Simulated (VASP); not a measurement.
A run of VASP 6.6.1 is set up as follows.

INCAR

```
  PREC = Accurate
  ENCUT = 520
  EDIFF = 1E-6
  ISMEAR = 0
  SIGMA = 0.1
  LREAL = False
  LASPH = True
  NELM = 60
  ALGO = Fast
  ISIF = 2
  LWAVE = False
  LCHARG = False
  GGA = PE
  NBANDS = 66
```

File KPOINTS:

```
regular mesh
0
Gamma
  6 10 8
```

Contents of POSCAR:

```
Ge
1.0
    8.5451898588      0.0000000000      0.0000000000
    0.0000000000      3.8826189953      0.0000000000
    0.0000000000      0.0000000000      5.2003844743
Ge
8
Direct
    0.1516337691      0.2500000000      0.5200003876
    0.3483662309      0.7500000000      0.0200003876
    0.6516337691      0.2500000000      0.9799996124
    0.8483662309      0.7500000000      0.4799996124
    0.0638711521      0.7500000000      0.8367646212
    0.4361288479      0.2500000000      0.3367646212
    0.5638711521      0.7500000000      0.6632353788
    0.9361288479      0.2500000000      0.1632353788
```

Potentials or basis: VASP PAW PBE potentials, release 64 (Ge_d).

Run with:

```console
$ cat potpaw_PBE.64/Ge_d/POTCAR > POTCAR
$ mpirun -np 1 vasp_std > vasp.out
```

Q: What does it give for the largest force?

A: 0.005 eV/Å.

Q: What does it give for the pressure?

A: 0.0 GPa.

Q: Estimate the band gap on the k mesh.

A: Zero (bands 56 and 57 overlap by 2.06 eV).

Forces on the atoms (eV/Å):
```
Ge   0.004  0.000 -0.003
Ge  -0.004  0.000 -0.003
Ge   0.004  0.000  0.003
Ge  -0.004  0.000  0.003
Ge   0.001  0.000  0.003
Ge  -0.001  0.000  0.003
Ge   0.001  0.000 -0.003
Ge  -0.001  0.000 -0.003
```
